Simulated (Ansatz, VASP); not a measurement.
Two plane-wave programs on V

```
V
1.0
    -3.02870    3.02870    3.02870
     1.51435   -1.51435    1.51435
     1.51435    1.51435   -1.51435
V
2
Cartesian
  0.0000 0.0000 0.0000
  -1.5144 1.5144 1.5144
```

Alike in both runs: task single point; functional PBE; k mesh 13 × 13 × 13; collinear spin.

```csv
,VASP,Ansatz
version,VASP 6.6.1,Ansatz 0.2.0
potentials or method,"VASP PAW PBE potentials, release 64 (V_sv), cutoff 500 eV","plane waves, PAW"
occupations,"fermi-dirac, width 0.1 eV",fermi-dirac
valence electrons in the cell,26,26
```

```csv
,VASP,Ansatz,Ansatz less VASP
gap on the k mesh at the Fermi level (eV),none,none,-
net moment per atom (μB),0.00,0.00,0.000
```

A gap of «none» marks a metal or a gap that the smearing closes. Ansatz's warnings: seeded moment not kept.
